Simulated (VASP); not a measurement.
Set up this calculation in VASP 6.6.1, as the native input.

```yaml
Task: single point
Functional: PBE
Potentials_or_basis: VASP PAW PBE potentials, release 64 (Bi_d, Te)
Cutoff: 520 eV
k_mesh: 5 × 5 × 5
Occupations: methfessel-paxton, width 0.1 eV
Spin: no spin polarisation
Dipole_correction: no
Further_INCAR_settings: ALGO = Normal; EDIFF = 1e-07; NBANDS = 29
```

The structure of BiTe lies in POSCAR:

```
BiTe
1.0
    0.0000000000      3.2350000000      3.2350000000
    3.2350000000      0.0000000000      3.2350000000
    8.2020508076      8.2020508076     -1.7320508076
Bi Te
2 2
Direct
    0.0000000000      0.0000000000      0.0000000000
    0.0955026605      0.0955026605      0.3567460093
    0.5477513302      0.5477513302      0.1783730046
    0.6432539907      0.6432539907      0.5351190139
```

The input as run:

INCAR

```
SYSTEM = BiTe
PREC = Accurate
ENCUT = 520
EDIFF = 1E-7
ISMEAR = 1
SIGMA = 0.1
LREAL = .False.
LASPH = .True.
NELM = 60
ALGO = Normal
ISIF = 2
LWAVE = .False.
LCHARG = .True.
GGA = PE
LELF = .True.
LVHAR = .True.
NBANDS = 29
```

KPOINTS

```
regular mesh
0
Gamma
  5 5 5
  0 0 0
```

Potentials or basis: VASP PAW PBE potentials, release 64 (Bi_d, Te).

Command:

```sh
$ cat potpaw_PBE.64/Bi_d/POTCAR potpaw_PBE.64/Te/POTCAR > POTCAR
$ mpirun -np 1 vasp_std > vasp.out
```

Results of the run:

```json
{
 "Largest force": "1.317 eV/Å",
 "Band gap on the k mesh": "0.26 eV (least direct gap 0.49 eV)"
}
```

Caveat: spin-orbit coupling is left out, which moves the levels of the heavy elements.

Run time: 3.8 min on 1 thread of Intel Xeon 8259CL (shared host), peak memory 0.37 GiB.
